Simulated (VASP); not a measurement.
P, 1 atom in the cell. Symmetry: I4/mmm, No. 139, tetragonal system. Conventional cell: a = 2.392 Å, b = 2.392 Å, c = 5.440 Å, α = 90.00°, β = 90.00°, γ = 90.00°. P (site symmetry 4/mmm) has 4 P at 2.39 Å within 3.2 Å. 

| Quantity | Value |
| --- | --- |
| Program | VASP 6.6.1 |
| Task | single point |
| Functional | PBE |
| Potentials or basis | VASP PAW PBE potentials, release 64 (P) |
| Cutoff | 520 eV |
| k mesh | 8 × 8 × 8 |
| Occupations | gaussian, width 0.1 eV |
| Spin | no spin polarisation |
| Dipole correction | no |
| Further INCAR settings | ALGO = Normal; EDIFF = 1e-06; NBANDS = 8 |

Potentials or basis: VASP PAW PBE potentials, release 64 (P).

Command:

```sh
$ cat potpaw_PBE.64/P/POTCAR > POTCAR
$ mpirun -np 1 vasp_std > vasp.out
```

Hardware: 1 thread of Intel Xeon 6975P-C, on a shared host.

Task: Estimate the wall time of this run.

Result: It took 4.3 s on 1 thread of Intel Xeon 6975P-C, with other jobs on the host, peak memory 0.13 GiB. Counts: scf iterations 10, k points 59.
